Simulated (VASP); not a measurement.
Input of a VASP 6.6.1 run:

File INCAR:

```
SYSTEM = Al3B2W
ALGO = Normal
EDIFF = 1E-6
ENCUT = 500
GGA = PE
GGA_COMPAT = .FALSE.
ISIF = 2
ISMEAR = 0
LASPH = .TRUE.
LCHARG = .TRUE.
LELF = .TRUE.
LREAL = .FALSE.
LVHAR = .TRUE.
LWAVE = .FALSE.
NBANDS = 24
NELM = 120
PREC = Accurate
SIGMA = 0.2
```

The input KPOINTS:

```
k-points
0
G
  4 4 5
  0 0 0
```

The input POSCAR:

```
Al3B2W
1.0
    4.9836177993      0.0000000000      0.0000000000
   -2.4918088996      4.3159396169      0.0000000000
    0.0000000000      0.0000000000      3.2747633577
Al B W
3 2 1
Direct
    0.5000000000      0.0000000000      0.5000000000
    0.5000000000      0.5000000000      0.5000000000
    0.0000000000      0.5000000000      0.5000000000
    0.3333333333      0.6666666667      0.0000000000
    0.6666666667      0.3333333333      0.0000000000
    0.0000000000      0.0000000000      0.0000000000
```

Potentials or basis: VASP PAW PBE potentials, release 64 (Al, B, W_sv).

Launch:

```console
$ cat potpaw_PBE.64/Al/POTCAR potpaw_PBE.64/B/POTCAR potpaw_PBE.64/W_sv/POTCAR > POTCAR
$ mpirun -np 1 vasp_std > vasp.out
```

(1) Estimate the pressure.

## Answers

(1) 0.4 GPa.

Caveat: the k points lie up to 0.38 Å⁻¹ apart.
